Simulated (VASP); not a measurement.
# Ca (I4/mmm) in VASP: single point with PBE

Aim: the single point of Ca with PBE.

Program: VASP 6.6.1. These are calculated values, not measurements. Logs are shortened: lines on timing, memory, paths and dates and some standing lists are left out, and cuts for length are marked.

## 1. The cell of the first run

It takes space group I4/mmm (No. 139, tetragonal). Conventional cell: a = 4.110 Å, b = 4.110 Å, c = 6.035 Å, α = 90.00°, β = 90.00°, γ = 90.00°. Ca (site symmetry 4/mmm) has 12 Ca at 4.11 to 4.19 Å within 5.4 Å.

## 2. Single point, PBE (strain +0.040 along x and y, +0.080 along z)

INCAR reads:

```
SYSTEM = Ca
PREC = Accurate ; ENCUT = 520
EDIFF = 1E-7 ; ISMEAR = 0
SIGMA = 0.15 ; LREAL = .FALSE.
LASPH = .TRUE. ; NELM = 100
ALGO = Normal ; ISIF = 2
LWAVE = .FALSE. ; LCHARG = .FALSE.
GGA = PE ; NBANDS = 11
```

KPOINTS reads:

```
Automatic mesh
0
G
  14 14 14
  0 0 0
```

POSCAR reads:

```
Ca
1.0
    0.0000000000      2.9059680000      3.0177360000
    2.9059680000      0.0000000000      3.0177360000
    2.9059680000      2.9059680000      0.0000000000
Ca
1
Direct
    0.0000000000      0.0000000000      0.0000000000
```

Potentials or basis: VASP PAW PBE potentials, release 64 (Ca_sv).

Run with:

```console
cat potpaw_PBE.64/Ca_sv/POTCAR > POTCAR
mpirun -np 1 vasp_std > vasp.out
```

OUTCAR:

```text
SYSTEM = Ca
   PREC = Accurate
   ENCUT = 520
   EDIFF = 1E-7
   ISMEAR = 0
   LREAL = .FALSE.
   LASPH = .TRUE.
   NELM = 100
   ISIF = 2
   GGA = PE

 ion  position               nearest neighbor table
   1  0.000  0.000  0.000-

  LATTYP: Found a body centered tetragonal cell.
 ALAT       =     4.1096593574
 C/A-ratio  =     1.4686063917

  Lattice vectors:

 A1 = (  -2.9059680000,   0.0000000000,   3.0177360000)
 A2 = (   2.9059680000,   0.0000000000,   3.0177360000)
 A3 = (   0.0000000000,   2.9059680000,  -3.0177360000)

Analysis of symmetry for initial positions (statically):
=====================================================================
 Subroutine PRICEL returns:
 Original cell was already a primitive cell.

 Routine SETGRP: Setting up the symmetry group for a
 body centered tetragonal supercell.

 Subroutine GETGRP returns: Found 16 space group operations
 (whereof 16 operations were pure point group operations)
 out of a pool of 16 trial point group operations.

The static configuration has the point symmetry D_4h.

Analysis of symmetry for dynamics (positions and initial velocities):
=====================================================================
 Subroutine PRICEL returns:
 Original cell was already a primitive cell.

 Routine SETGRP: Setting up the symmetry group for a
 body centered tetragonal supercell.

 Subroutine GETGRP returns: Found 16 space group operations
 (whereof 16 operations were pure point group operations)
 out of a pool of 16 trial point group operations.

The dynamic configuration has the point symmetry D_4h.

 Subroutine INISYM returns: Found 16 space group operations
 (whereof 16 operations are pure point group operations),
 and found     1 'primitive' translations

----------------------------------------------------------------------------------------

                                     Primitive cell

  volume of cell :      50.9674

  direct lattice vectors                    reciprocal lattice vectors
     0.000000000  2.905968000  3.017736000    -0.172059706  0.172059706  0.165687124
     2.905968000  0.000000000  3.017736000     0.172059706 -0.172059706  0.165687124
     2.905968000  2.905968000  0.000000000     0.172059706  0.172059706 -0.165687124

  length of vectors
     4.189436786  4.189436786  4.109659357     0.294382928  0.294382928  0.294382928

  position of ions in fractional coordinates (direct lattice)
     0.000000000  0.000000000  0.000000000

  ion indices of the primitive-cell ions
   primitive index   ion index
                 1           1

----------------------------------------------------------------------------------------

 KPOINTS: Automatic mesh

Automatic generation of k-mesh.
 Grid dimensions read from file:
 generate k-points for:   14   14   14

 Generating k-lattice:

  Cartesian coordinates                     Fractional coordinates (reciprocal lattice)
    -0.012289979  0.012289979  0.011834795     0.071428571  0.000000000  0.000000000
     0.012289979 -0.012289979  0.011834795     0.000000000  0.071428571  0.000000000
     0.012289979  0.012289979 -0.011834795     0.000000000  0.000000000  0.071428571

  Length of vectors
     0.021027352  0.021027352  0.021027352

  Shift w.r.t. Gamma in fractional coordinates (k-lattice)
     0.000000000  0.000000000  0.000000000

 Subroutine IBZKPT returns following result:
 ===========================================

 Found    244 irreducible k-points:

 Following reciprocal coordinates:
            Coordinates               Weight
  0.000000  0.000000  0.000000      1.000000
  0.071429  0.000000  0.000000      8.000000
  0.142857  0.000000  0.000000      8.000000
  0.214286  0.000000  0.000000      8.000000
  0.285714 -0.000000  0.000000      8.000000
  0.357143  0.000000  0.000000      8.000000
[... 16 lines left out ...]
  0.214286  0.142857  0.000000      8.000000
  0.285714  0.142857  0.000000      8.000000
 [... further k-points ...]
   k-points           NKPTS =    244   k-points in BZ     NKDIM =    244   number of bands    NBANDS=     11
   number of dos      NEDOS =    301   number of ions     NIONS =      1
   total plane-waves  NPLWV =  32768
   dimension x,y,z NGX =    32 NGY =   32 NGZ =   32
   dimension x,y,z NGXF=    64 NGYF=   64 NGZF=   64
   ions per type =               1
   NGX,Y,Z   is equivalent  to a cutoff of  12.70, 12.70, 12.94 a.u.
   NGXF,Y,Z  is equivalent  to a cutoff of  25.40, 25.40, 25.89 a.u.
 SYSTEM =  Ca
   PREC   = accura    normal or accurate (medium, high low for compatibility)
   ISTART =      0    job   : 0-new  1-cont  2-samecut
   ICHARG =      2    charge: 1-file 2-atom 10-const
   ISPIN  =      1    spin polarized calculation?
   LNONCOLLINEAR =      F non collinear calculations
   LSORBIT =      F    spin-orbit coupling
   LASPH  =      T    aspherical Exc in radial PAW
   ENCUT  =  520.0 eV  38.22 Ry    6.18 a.u.   7.79  7.79  7.64*2*pi/ulx,y,z
   NELM   =    100;   NELMIN=  2; NELMDL= -5     # of ELM steps
   EDIFF  = 0.1E-06   stopping-criterion for ELM
   LREAL  =      F    real-space projection
   EDIFFG = 0.1E-05   stopping-criterion for IOM
   NSW    =      0    number of steps for IOM
   IBRION =     -1    ionic relax: 0-MD 1-quasi-New 2-CG
   NFREE  =      0    steps in history (QN), initial steepest desc. (CG)
   ISIF   =      2    stress and relaxation
   ISYM   =      2    0-nonsym 1-usesym 2-fastsym
   POTIM  = 0.5000    time-step for ionic-motion
   TEBEG  =    0.0;   TEEND  =   0.0 temperature during run
   PSTRESS=    0.0 pullay stress
   NELECT =      10.0000    total number of electrons
   NUPDOWN=      -1.0000    fix difference up-down
   EMIN   =  10.00;   EMAX   =-10.00  energy-range for DOS
   EFERMI =   0.00;   METHOD = LEGACY
   ISMEAR =     0;   SIGMA  =   0.15  broadening in eV -4-tet -1-fermi 0-gaus
   EFERMI_NEDOS =   21; number of points for ismear=-14 and -15
   IALGO  =     38    algorithm
   IMIX   =      4    mixing-type and parameters
     AMIX     =   0.40;   BMIX     =  1.00
     AMIX_MAG =   1.60;   BMIX_MAG =  1.00
  volume/ion in A,a.u.               =      50.97       343.95
  Fermi-wavevector in a.u.,A,eV,Ry     =   0.951285  1.797668 12.312492  0.904943
  Thomas-Fermi vector in A             =   2.079741
   LORBIT       =      0    0 simple, 1 ext, 2 COOP (PROOUT), +10 PAW based schemes
   GGA     = PE    functional components
   LHFCALC =     F    Hartree Fock is set to
   AEXX    =    0.0000 exact exchange contribution
   IVDW    =     0    specifies the selected vdW correction
   LEPSILON=     F    determine dielectric tensor
   LRPA    =     F    only Hartree local field effects (RPA)
 non-spin polarized calculation
 Gauss-broadening in eV      SIGMA  =   0.15
  energy-cutoff  :      520.00
  volume of cell :       50.97
 maximum number of plane-waves:      1392
   NGX = 15   NGY = 15   NGZ = 15

 number of electron      10.0000000 magnetization

 Free energy of the ion-electron system (eV)
  ---------------------------------------------------
  ext. energy  EPLUGINS =         0.00000000
  ---------------------------------------------------
  free energy    TOTEN  =        -1.86320888 eV

  energy without entropy =       -1.84830562  energy(sigma->0) =       -1.85575725

 E-fermi :   1.2710     XC(G=0):  -7.1750

 val. band max:        1.2597229732   @ k =  -0.4286   0.0000   0.0714
 cond. band min:       1.2739001044   @ k =  -0.2857   0.3571   0.2143
 fundamental gap:      0.0141771311
 Fermi energy:         1.2710136075

 k-point     1 :       0.0000    0.0000    0.0000
  band No.  band energies     occupation
      1     -41.1943      2.00000
      2     -22.1254      2.00000
      3     -22.1243      2.00000
      4     -22.1243      2.00000
      5      -2.4180      2.00000
      6       3.2476      0.00000
      7       3.3933      0.00000
      8       3.3933      0.00000
      9       4.0970      0.00000
     10       4.2769      0.00000
     11       9.6138      0.00000

 k-point     2 :       0.0714    0.0000    0.0000
  band No.  band energies     occupation
      1     -41.1941      2.00000
      2     -22.1281      2.00000
      3     -22.1256      2.00000
      4     -22.1247      2.00000
      5      -2.3431      2.00000
      6       3.2265      0.00000
      7       3.3644      0.00000
      8       3.4210      0.00000
      9       4.0788      0.00000
     10       4.2514      0.00000
     11       9.6635      0.00000

 k-point     3 :       0.1429    0.0000    0.0000
  band No.  band energies     occupation
      1     -41.1933      2.00000
      2     -22.1373      2.00000
      3     -22.1273      2.00000
      4     -22.1257      2.00000
      5      -2.1211      2.00000
      6       3.0522      0.00000
      7       3.3845      0.00000
      8       3.4871      0.00000
      9       4.0542      0.00000
     10       4.1995      0.00000
     11       9.1037      0.00000

 k-point     4 :       0.2143    0.0000    0.0000
  band No.  band energies     occupation
      1     -41.1923      2.00000
      2     -22.1508      2.00000
      3     -22.1296      2.00000
      4     -22.1273      2.00000
      5      -1.7608      2.00000
      6       2.7515      0.00000
      7       3.3978      0.00000
      8       3.5339      0.00000
      9       4.1032      0.00000
     10       4.1945      0.00000
     11       7.9978      0.00000
[... 239 lines left out ...]
 k-point    22 :       0.1429    0.1429    0.0000
  band No.  band energies     occupation
      1     -41.1931      2.00000
      2     -22.1373      2.00000
      3     -22.1284      2.00000
      4     -22.1284      2.00000
      5      -2.0424      2.00000
      6       2.9430      0.00000
      7       3.5456      0.00000
      8       3.5456      0.00000
      9       3.7440      0.00000
     10       4.3582      0.00000
     11       9.9603      0.00000

 k-point    23 :       0.2143    0.1429    0.0000
  band No.  band energies     occupation
      1     -41.1924      2.00000
      2     -22.1453      2.00000
      3     -22.1307      2.00000
      4     -22.1305      2.00000
      5      -1.7872      2.00000
      6       2.7794      0.00000
      7       3.4662      0.00000
      8       3.6243      0.00000
      9       3.7461      0.00000
     10       4.3934      0.00000
     11       8.9556      0.00000

 k-point    24 :       0.2857    0.1429    0.0000
  band No.  band energies     occupation
      1     -41.1914      2.00000
      2     -22.1567      2.00000
      3     -22.1337      2.00000
      4     -22.1325      2.00000
      5      -1.3995      2.00000
      6       2.5505      0.00000
      7       3.2462      0.00000
      8       3.6650      0.00000
      9       3.9481      0.00000
     10       4.4617      0.00000
     11       7.7918      0.00000

 [... further k-points ...]

------------------------ aborting loop because EDIFF is reached ----------------------------------------

  FORCE on cell =-STRESS in cart. coord.  units (eV):
  Direction    XX          YY          ZZ          XY          YZ          ZX
  --------------------------------------------------------------------------------------
  -------------------------------------------------------------------------------------
  Total       -0.7228916     -0.7228916     -0.8167502      0.0000000      0.0000000     -0.0000000
  in kB      -22.7243174    -22.7243174    -25.6747932      0.0000000      0.0000000     -0.0000000
  external PRESSURE =     -23.7078093 kB  Pullay stress =       0.0000000 kB

 VOLUME and BASIS-vectors are now :
 -----------------------------------------------------------------------------
  energy-cutoff  :      520.00
  volume of cell :       50.97
      direct lattice vectors                 reciprocal lattice vectors
     0.000000000  2.905968000  3.017736000    -0.172059706  0.172059706  0.165687124
     2.905968000  0.000000000  3.017736000     0.172059706 -0.172059706  0.165687124
     2.905968000  2.905968000  0.000000000     0.172059706  0.172059706 -0.165687124

 POSITION                                       TOTAL-FORCE (eV/Angst)
 -----------------------------------------------------------------------------------
      0.00000      0.00000      0.00000         0.000000      0.000000      0.000000
 -----------------------------------------------------------------------------------
    total drift:                                0.000000      0.000000      0.000000

  FREE ENERGIE OF THE ION-ELECTRON SYSTEM (eV)
  ---------------------------------------------------
  free  energy   TOTEN  =        -1.8632088803 eV

  energy  without entropy=       -1.8483056242  energy(sigma->0) =       -1.85575725
```

It took 1.9 min on 1 thread of Oxide Virtual Turin-like, shared host; peak memory 0.23 GiB.

Results:

```
Free energy            : -1.8632 eV
Pressure               : -2.4 GPa
Band gap on the k mesh : zero (bands 5 and 6 overlap by 0.52 eV)
```

Stress tensor (GPa, compression positive):
```
-2.27  0.00  0.00
 0.00 -2.27  0.00
 0.00  0.00 -2.57
```

Levels at points of the mesh, in eV from the Fermi level:
```
           k point  band 3  band 4  band 5  band 6  band 7  band 8
(0.00, 0.00, 0.00)  -23.40  -23.40   -3.69    1.98    2.12    2.12
(0.50, 0.00, 0.00)  -23.41  -23.40   -0.93   -0.25    1.90    2.07
(0.50, 0.50, 0.00)  -23.42  -23.42   -0.40    0.48    0.68    3.46
(0.50, 0.00, 0.50)  -23.43  -23.42   -0.26    0.63    0.79    3.44
```

Caveat: the cell differs from its parent crystal (strain +0.040 along x and y, +0.080 along z).
